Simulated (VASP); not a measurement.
# MoS2 in VASP: a series of runs

Aim: see how the results for MoS2 move with the level of theory and the settings. Levels: RPBE, PBE. Tasks: single point.

Everything below comes from runs of VASP 6.6.1. Logs are shortened: lines on timing, memory, paths and dates and some standing lists are left out, and cuts for length are marked.

### 1 The cell of the first run

The cell holds a slab with vacuum, 6 atoms: a = 3.185 Å, b = 3.185 Å, c = 21.671 Å, α = 90.00°, β = 90.00°, γ = 120.00°.

### 2 Single point, RPBE

INCAR reads:

```
SYSTEM = MoS2
  PREC = Accurate
  ENCUT = 520
  EDIFF = 1E-6
  ISMEAR = -1
  SIGMA = 0.05
  LREAL = .FALSE.
  LASPH = .TRUE.
  NELM = 80
  ALGO = Normal
  ISIF = 2
  LWAVE = .FALSE.
  LCHARG = .FALSE.
  GGA = RP
  NBANDS = 35
```

KPOINTS reads:

```
regular mesh
0
G
  10 10 2
  0 0 0
```

POSCAR reads:

```
MoS2
1.0
    3.1845414560      0.0000000000      0.0000000000
   -1.5922707280      2.7578938003      0.0000000000
    0.0000000000      0.0000000000     21.6705347200
Mo S
2 4
Direct
    0.3333333333      0.6666666667      0.8511602300
    0.6666666667      0.3333333333      0.1488397700
    0.6666666667      0.3333333333      0.7796253900
    0.3333333333      0.6666666667      0.0772510000
    0.6666666667      0.3333333333      0.9227490000
    0.3333333333      0.6666666667      0.2203746100
```

Potentials or basis: VASP PAW PBE potentials, release 64 (Mo_sv, S).

Command:

```
> cat potpaw_PBE.64/Mo_sv/POTCAR potpaw_PBE.64/S/POTCAR > POTCAR
> mpirun -np 1 vasp_std > vasp.out
```

OUTCAR:

```text
SYSTEM = MoS2
   PREC = Accurate
   ENCUT = 520
   EDIFF = 1E-6
   ISMEAR = -1
   LREAL = .FALSE.
   LASPH = .TRUE.
   NELM = 80
   ISIF = 2
   GGA = RP

 ion  position               nearest neighbor table
   1  0.333  0.667  0.851-   3 2.40   3 2.40   3 2.40   5 2.41   5 2.41   5 2.41
   2  0.667  0.333  0.149-   6 2.40   6 2.40   6 2.40   4 2.41   4 2.41   4 2.41
   3  0.667  0.333  0.780-   1 2.40   1 2.40   1 2.40
   4  0.333  0.667  0.077-   2 2.41   2 2.41   2 2.41
   5  0.667  0.333  0.923-   1 2.41   1 2.41   1 2.41
   6  0.333  0.667  0.220-   2 2.40   2 2.40   2 2.40

  LATTYP: Found a hexagonal cell.
 ALAT       =     3.1845414560
 C/A-ratio  =     6.8049152506

  Lattice vectors:

 A1 = (   3.1845414560,   0.0000000000,   0.0000000000)
 A2 = (  -1.5922707280,   2.7578938003,   0.0000000000)
 A3 = (   0.0000000000,   0.0000000000,  21.6705347200)

Analysis of symmetry for initial positions (statically):
=====================================================================
 Subroutine PRICEL returns:
 Original cell was already a primitive cell.

 Routine SETGRP: Setting up the symmetry group for a
 hexagonal supercell.

 Subroutine GETGRP returns: Found 12 space group operations
 (whereof 12 operations were pure point group operations)
 out of a pool of 24 trial point group operations.

The static configuration has the point symmetry D_3d.

Analysis of symmetry for dynamics (positions and initial velocities):
=====================================================================
 Subroutine PRICEL returns:
 Original cell was already a primitive cell.

 Routine SETGRP: Setting up the symmetry group for a
 hexagonal supercell.

 Subroutine GETGRP returns: Found 12 space group operations
 (whereof 12 operations were pure point group operations)
 out of a pool of 24 trial point group operations.

The dynamic configuration has the point symmetry D_3d.

 Subroutine INISYM returns: Found 12 space group operations
 (whereof 12 operations are pure point group operations),
 and found     1 'primitive' translations

----------------------------------------------------------------------------------------

                                     Primitive cell

  volume of cell :     190.3242

  direct lattice vectors                    reciprocal lattice vectors
     3.184541456  0.000000000  0.000000000     0.314016952  0.181297771  0.000000000
    -1.592270728  2.757893800  0.000000000     0.000000000  0.362595543  0.000000000
     0.000000000  0.000000000 21.670534720     0.000000000  0.000000000  0.046145608

  length of vectors
     3.184541456  3.184541456 21.670534720     0.362595543  0.362595543  0.046145608

  position of ions in fractional coordinates (direct lattice)
     0.333333333  0.666666667  0.851160230
     0.666666667  0.333333333  0.148839770
     0.666666667  0.333333333  0.779625390
     0.333333333  0.666666667  0.077251000
     0.666666667  0.333333333  0.922749000
     0.333333333  0.666666667  0.220374610

  ion indices of the primitive-cell ions
   primitive index   ion index
                 1           1
                 2           2
                 3           3
                 4           4
                 5           5
                 6           6

----------------------------------------------------------------------------------------

 KPOINTS: regular mesh

Automatic generation of k-mesh.
 Grid dimensions read from file:
 generate k-points for:   10   10    2

 Generating k-lattice:

  Cartesian coordinates                     Fractional coordinates (reciprocal lattice)
     0.031401695  0.018129777  0.000000000     0.100000000  0.000000000  0.000000000
     0.000000000  0.036259554  0.000000000     0.000000000  0.100000000  0.000000000
     0.000000000  0.000000000  0.023072804     0.000000000  0.000000000  0.500000000

  Length of vectors
     0.036259554  0.036259554  0.023072804

  Shift w.r.t. Gamma in fractional coordinates (k-lattice)
     0.000000000  0.000000000  0.000000000

 Subroutine IBZKPT returns following result:
 ===========================================

 Found     28 irreducible k-points:

 Following reciprocal coordinates:
            Coordinates               Weight
  0.000000  0.000000  0.000000      1.000000
  0.100000  0.000000  0.000000      6.000000
  0.200000  0.000000  0.000000      6.000000
  0.300000 -0.000000  0.000000      6.000000
  0.400000 -0.000000  0.000000      6.000000
  0.500000 -0.000000  0.000000      3.000000
[... 16 lines left out ...]
  0.300000  0.100000  0.500000     12.000000
  0.400000  0.100000  0.500000     12.000000
 [... further k-points ...]
   k-points           NKPTS =     28   k-points in BZ     NKDIM =     28   number of bands    NBANDS=     35
   number of dos      NEDOS =    301   number of ions     NIONS =      6
   total plane-waves  NPLWV =  93312
   dimension x,y,z NGX =    24 NGY =   24 NGZ =  162
   dimension x,y,z NGXF=    48 NGYF=   48 NGZF=  324
   ions per type =               2   4
   NGX,Y,Z   is equivalent  to a cutoff of  12.53, 12.53, 12.43 a.u.
   NGXF,Y,Z  is equivalent  to a cutoff of  25.06, 25.06, 24.86 a.u.
 SYSTEM =  MoS2
   PREC   = accura    normal or accurate (medium, high low for compatibility)
   ISTART =      0    job   : 0-new  1-cont  2-samecut
   ICHARG =      2    charge: 1-file 2-atom 10-const
   ISPIN  =      1    spin polarized calculation?
   LNONCOLLINEAR =      F non collinear calculations
   LSORBIT =      F    spin-orbit coupling
   LASPH  =      T    aspherical Exc in radial PAW
   ENCUT  =  520.0 eV  38.22 Ry    6.18 a.u.   5.92  5.92 40.29*2*pi/ulx,y,z
   NELM   =     80;   NELMIN=  2; NELMDL= -5     # of ELM steps
   EDIFF  = 0.1E-05   stopping-criterion for ELM
   LREAL  =      F    real-space projection
   EDIFFG = 0.1E-04   stopping-criterion for IOM
   NSW    =      0    number of steps for IOM
   IBRION =     -1    ionic relax: 0-MD 1-quasi-New 2-CG
   NFREE  =      0    steps in history (QN), initial steepest desc. (CG)
   ISIF   =      2    stress and relaxation
   ISYM   =      2    0-nonsym 1-usesym 2-fastsym
   POTIM  = 0.5000    time-step for ionic-motion
   TEBEG  =    0.0;   TEEND  =   0.0 temperature during run
   PSTRESS=    0.0 pullay stress
   NELECT =      52.0000    total number of electrons
   NUPDOWN=      -1.0000    fix difference up-down
   EMIN   =  10.00;   EMAX   =-10.00  energy-range for DOS
   EFERMI =   0.00;   METHOD = LEGACY
   ISMEAR =    -1;   SIGMA  =   0.05  broadening in eV -4-tet -1-fermi 0-gaus
   EFERMI_NEDOS =   21; number of points for ismear=-14 and -15
   IALGO  =     38    algorithm
   IMIX   =      4    mixing-type and parameters
     AMIX     =   0.40;   BMIX     =  1.00
     AMIX_MAG =   1.60;   BMIX_MAG =  1.00
  volume/ion in A,a.u.               =      31.72       214.06
  Fermi-wavevector in a.u.,A,eV,Ry     =   1.062294  2.007444 15.353737  1.128468
  Thomas-Fermi vector in A             =   2.197739
   LORBIT       =      0    0 simple, 1 ext, 2 COOP (PROOUT), +10 PAW based schemes
   GGA     = RP    functional components
   LHFCALC =     F    Hartree Fock is set to
   AEXX    =    0.0000 exact exchange contribution
   IVDW    =     0    specifies the selected vdW correction
   LEPSILON=     F    determine dielectric tensor
   LRPA    =     F    only Hartree local field effects (RPA)
 non-spin polarized calculation
  energy-cutoff  :      520.00
  volume of cell :      190.32
 maximum number of plane-waves:      5172
 NGX is ok and might be reduce to    24
   NGX = 11   NGY = 11   NGZ = 81

 number of electron      51.9999999 magnetization

 Free energy of the ion-electron system (eV)
  ---------------------------------------------------
  ext. energy  EPLUGINS =         0.00000000
  ---------------------------------------------------
  free energy    TOTEN  =       -41.21190138 eV

  energy without entropy =      -41.21190129  energy(sigma->0) =      -41.21190133

 E-fermi :   2.3515     XC(G=0):  -6.5573

 val. band max:        1.7005811977   @ k =   0.0000   0.0000   0.0000
 cond. band min:       3.1133467964   @ k =   0.3000   0.3000   0.0000
 fundamental gap:      1.4127655986
 Fermi energy:         2.3515496075

 k-point     1 :       0.0000    0.0000    0.0000
  band No.  band energies     occupation
      1     -59.5339      2.00000
      2     -59.5339      2.00000
      3     -33.6712      2.00000
      4     -33.6712      2.00000
      5     -33.4762      2.00000
      6     -33.4762      2.00000
[... 27 lines left out ...]
     34       4.3940      0.00000
     35       6.5500      0.00000

 k-point     2 :       0.1000    0.0000    0.0000
  band No.  band energies     occupation
      1     -59.5304      2.00000
      2     -59.5304      2.00000
      3     -33.6641      2.00000
      4     -33.6641      2.00000
      5     -33.5125      2.00000
      6     -33.5125      2.00000
[... 27 lines left out ...]
     34       4.3638      0.00000
     35       6.7699      0.00000

 k-point     3 :       0.2000    0.0000    0.0000
  band No.  band energies     occupation
      1     -59.5211      2.00000
      2     -59.5211      2.00000
      3     -33.6455      2.00000
      4     -33.6455      2.00000
      5     -33.6064      2.00000
      6     -33.6064      2.00000
[... 27 lines left out ...]
     34       4.9057      0.00000
     35       7.3387      0.00000
[... 723 lines left out ...]
 k-point    23 :       0.3000    0.1000    0.5000
  band No.  band energies     occupation
      1     -59.5031      2.00000
      2     -59.5031      2.00000
      3     -33.7684      2.00000
      4     -33.7684      2.00000
      5     -33.6094      2.00000
      6     -33.6094      2.00000
[... 27 lines left out ...]
     34       5.7671      0.00000
     35       8.7796      0.00000

 k-point    24 :       0.4000    0.1000    0.5000
  band No.  band energies     occupation
      1     -59.4966      2.00000
      2     -59.4966      2.00000
      3     -33.8269      2.00000
      4     -33.8269      2.00000
      5     -33.5964      2.00000
      6     -33.5964      2.00000
[... 27 lines left out ...]
     34       5.7276      0.00000
     35       7.8962      0.00000

 [... further k-points ...]

------------------------ aborting loop because EDIFF is reached ----------------------------------------

  FORCE on cell =-STRESS in cart. coord.  units (eV):
  Direction    XX          YY          ZZ          XY          YZ          ZX
  --------------------------------------------------------------------------------------
  -------------------------------------------------------------------------------------
  Total        2.1873104      2.1873104      2.8814382     -0.0000000     -0.0000000      0.0000000
  in kB       18.4131010     18.4131010     24.2563710     -0.0000000     -0.0000000      0.0000000
  external PRESSURE =      20.3608577 kB  Pullay stress =       0.0000000 kB

 VOLUME and BASIS-vectors are now :
 -----------------------------------------------------------------------------
  energy-cutoff  :      520.00
  volume of cell :      190.32
      direct lattice vectors                 reciprocal lattice vectors
     3.184541456  0.000000000  0.000000000     0.314016952  0.181297771  0.000000000
    -1.592270728  2.757893800  0.000000000     0.000000000  0.362595543  0.000000000
     0.000000000  0.000000000 21.670534720     0.000000000  0.000000000  0.046145608

 POSITION                                       TOTAL-FORCE (eV/Angst)
 -----------------------------------------------------------------------------------
     -0.00000      1.83860     18.44510         0.000000      0.000000     -0.003973
      1.59227      0.91930      3.22544        -0.000000     -0.000000      0.003973
      1.59227      0.91930     16.89490        -0.000000      0.000000     -0.387694
     -0.00000      1.83860      1.67407        -0.000000      0.000000     -0.239416
      1.59227      0.91930     19.99646        -0.000000      0.000000      0.239416
     -0.00000      1.83860      4.77564         0.000000     -0.000000      0.387694
 -----------------------------------------------------------------------------------
    total drift:                                0.000000     -0.000000      0.000000

  FREE ENERGIE OF THE ION-ELECTRON SYSTEM (eV)
  ---------------------------------------------------
  free  energy   TOTEN  =       -41.2119013752 eV

  energy  without entropy=      -41.2119012921  energy(sigma->0) =      -41.21190133
```

Run time: 2.1 min. Hardware: 1 thread of Intel Xeon 6975P-C (Granite Rapids), shared host; peak memory 0.37 GiB.

What came out:

| Item | Value |
| --- | --- |
| Free energy | -41.2119 eV |
| Largest force | 0.388 eV/Å |
| Band gap on the k mesh | 1.41 eV (least direct gap 1.89 eV) |

Forces on the atoms (eV/Å):
```
Mo   0.000  0.000 -0.004
Mo   0.000  0.000  0.004
S    0.000  0.000 -0.388
S    0.000  0.000 -0.239
S    0.000  0.000  0.239
S    0.000  0.000  0.388
```

Caveat: the PAW data sets were made with another functional, which shifts forces and pressure a little.

### 3 Single point, PBE

This run uses another cell than the first one.

INCAR reads:

```
ALGO = Normal
EDIFF = 1E-6
ENCUT = 520
GGA = PE
ISIF = 2
ISMEAR = -1
LASPH = True
LCHARG = False
LREAL = False
LWAVE = False
NBANDS = 35
NELM = 80
PREC = Accurate
SIGMA = 0.05
```

KPOINTS reads:

```
k-points
0
Gamma
  10 10 2
```

Edit POSCAR of step 2 so:

```diff
@@ -2,5 +2,5 @@
 1.0
-    3.1845414560      0.0000000000      0.0000000000
-   -1.5922707280      2.7578938003      0.0000000000
-    0.0000000000      0.0000000000     21.6705347200
+    3.2056317491      0.0000000000      0.0000000000
+   -1.6028158746      2.7761585299      0.0000000000
+    0.0000000000      0.0000000000     21.8140523775
 Mo S
```

Potentials or basis: VASP PAW PBE potentials, release 64 (Mo_sv, S).

Command:

```
> cat potpaw_PBE.64/Mo_sv/POTCAR potpaw_PBE.64/S/POTCAR > POTCAR
> mpirun -np 1 vasp_std > vasp.out
```

Run time: 2 min. Hardware: 1 thread of Intel Xeon 6975P-C (Granite Rapids), shared host; peak memory 0.37 GiB.

The run converged. Its results:

- Free energy: -43.6876 eV
- Largest force: 0.153 eV/Å
- Band gap on the k mesh: 1.37 eV (least direct gap 1.84 eV)

Forces on the atoms (eV/Å):
```
Mo   0.000  0.000  0.001
Mo   0.000  0.000 -0.001
S    0.000  0.000  0.098
S    0.000  0.000  0.153
S    0.000  0.000 -0.153
S    0.000  0.000 -0.098
```

Levels at points of the mesh, in eV from the valence-band top:
```csv
k point,band 23,band 24,band 25,band 26,band 27,band 28,band 29,band 30
"(0.00, 0.00, 0.00)",-1.87,-1.68,-0.45,0.00,2.34,2.34,2.35,2.35
"(0.50, 0.00, 0.00)",-1.40,-1.35,-0.99,-0.96,1.81,1.82,2.29,2.36
"(0.00, 0.00, 0.50)",-1.87,-1.68,-0.45,0.00,2.34,2.34,2.35,2.35
"(0.50, 0.00, 0.50)",-1.40,-1.35,-0.99,-0.96,1.81,1.82,2.29,2.36
```

(Part 1 of 2 ends here.)
